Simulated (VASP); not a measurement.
Wanted: the native input for a VASP 6.6.1 run.

```yaml
Task: relaxation of cell and atoms
Functional: PBE
Potentials_or_basis: VASP PAW PBE potentials, release 64 (Pd, C)
Cutoff: 600 eV
k_mesh: 6 × 6 × 6
Occupations: gaussian, width 0.1 eV
Spin: no spin polarisation
Dipole_correction: no
Further_INCAR_settings: ALGO = Normal; EDIFF = 1e-07; IBRION = 2; EDIFFG = -0.04; NSW = 90; ISIF = 3
```

The structure of Pd3C lies in POSCAR:

```
Pd3C
1.0
    3.6636389190      0.0000000000      0.0000000000
    0.0000000000      3.6636389190      0.0000000000
    0.0000000000      0.0000000000      3.6636389190
Pd C
3 1
Direct
    0.0000000000      0.5000000000      0.5000000000
    0.5000000000      0.0000000000      0.5000000000
    0.5000000000      0.5000000000      0.0000000000
    0.0000000000      0.0000000000      0.0000000000
```

The input as run:

INCAR

```
SYSTEM = Pd3C
  PREC = Accurate
  ENCUT = 600
  EDIFF = 1E-7
  ISMEAR = 0
  SIGMA = 0.1
  LREAL = .False.
  LASPH = .True.
  NELM = 60
  ALGO = Normal
  ISIF = 3
  LWAVE = .False.
  LCHARG = .False.
  GGA = PE
  IBRION = 2
  NSW = 90
  EDIFFG = -0.04
```

KPOINTS

```
regular mesh
0
Gamma
  6 6 6
  0 0 0
```

Potentials or basis: VASP PAW PBE potentials, release 64 (Pd, C).

Run with:

```console
$ cat potpaw_PBE.64/Pd/POTCAR potpaw_PBE.64/C/POTCAR > POTCAR
$ mpirun -np 1 vasp_std > vasp.out
```

Results of the run:

The relaxed volume is 13.63 Å³/atom. The relaxed cell is a = 3.792 Å, b = 3.792 Å, c = 3.792 Å, α = 90.00°, β = 90.00°, γ = 90.00°, the space group after relaxing (to 0.1 Å) is Pm-3m (No. 221) and the energy gained by relaxing is 84.5 meV/atom. The ionic steps are 4. The pressure after relaxing is -0.1 GPa and the band gap on the k mesh is zero (bands 17 and 18 overlap by 0.44 eV).

Wall time 92 s on 1 thread of Intel(R) Xeon(R) Platinum 8175M CPU @ 2.50GHz (Skylake/Cascade Lake) (shared host), peak memory 0.19 GiB.
